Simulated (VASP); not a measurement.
Write the native input for VASP 6.6.1 that does the following.

- Task: relaxation of cell and atoms
- Functional: HF
- Potentials or basis: VASP PAW PBE potentials, release 64 (Sn_d)
- Cutoff: 600 eV
- k mesh: 5 × 5 × 5
- Occupations: fermi-dirac, width 0.05 eV
- Spin: no spin polarisation
- Dipole correction: no
- Grid for exact exchange (PRECFOCK): Normal
- Further INCAR settings: ALGO = Normal; EDIFF = 1e-06; IBRION = 2; EDIFFG = -0.01; NSW = 60; ISIF = 3

The system is Sn.

```
CELL_PARAMETERS angstrom
-1.89465 1.89465 1.89465
1.89465 -1.89465 1.89465
1.89465 1.89465 -1.89465
ATOMIC_POSITIONS crystal
Sn 0.00000 0.00000 0.00000
```

The input as run:

POSCAR

```
Sn
1.0
   -1.8946518192      1.8946518192      1.8946518192
    1.8946518192     -1.8946518192      1.8946518192
    1.8946518192      1.8946518192     -1.8946518192
Sn
1
Direct
    0.0000000000      0.0000000000      0.0000000000
```

INCAR.step1

```
SYSTEM = Sn
ALGO = Normal
EDIFF = 1E-5
ENCUT = 600
GGA = PE
ISMEAR = -1
LASPH = .TRUE.
LCHARG = .FALSE.
LREAL = .FALSE.
LWAVE = .TRUE.
NBANDS = 13
NELM = 60
PREC = Accurate
SIGMA = 0.05
```

INCAR.step2

```
SYSTEM = Sn
AEXX = 1.0
AGGAC = 0.0
ALDAC = 0.0
ALGO = Normal
EDIFF = 1E-6
EDIFFG = -0.01
ENCUT = 600
GGA = PE
IBRION = 2
ISIF = 3
ISMEAR = -1
ISTART = 1
LASPH = .TRUE.
LCHARG = .FALSE.
LHFCALC = .TRUE.
LREAL = .FALSE.
LWAVE = .FALSE.
NELM = 60
NSW = 60
PREC = Accurate
PRECFOCK = Normal
SIGMA = 0.05
```

KPOINTS

```
k-points
0
G
  5 5 5
  0 0 0
```

Potentials or basis: VASP PAW PBE potentials, release 64 (Sn_d).

The run is started by

```sh
$ cat potpaw_PBE.64/Sn_d/POTCAR > POTCAR
$ cp INCAR.step1 INCAR
$ mpirun -np 1 vasp_std > vasp.out
$ cp INCAR.step2 INCAR
$ mpirun -np 1 vasp_std > vasp.out
```

Results of the run:

```
Relaxed volume                         : 31.40 Å³/atom
Relaxed cell                           : a = 3.442 Å, b = 3.442 Å, c = 3.442 Å, α = 109.47°, β = 109.47°, γ = 109.47°
Space group after relaxing (to 0.05 Å) : Im-3m (No. 229)
Energy gained by relaxing              : 87.8 meV/atom
Ionic steps                            : 3
Pressure after relaxing                : 0.0 GPa
Band gap on the k mesh                 : zero (band 7 reaches 19.02 eV, above the bottom of band 8 at 4.14 eV)
```

Caveat: the k points lie up to 0.45 Å⁻¹ apart in the final cell; the volume moved by over 15 % at a fixed basis, so the end points are rough; the PAW data sets were made with another functional, which shifts forces and pressure a little; spin-orbit coupling is left out, which moves the levels of the heavy elements.

Wall time 11 min on 1 thread of Intel(R) Xeon(R) 6975P-C (Granite Rapids), on a shared host, peak memory 0.18 GiB.
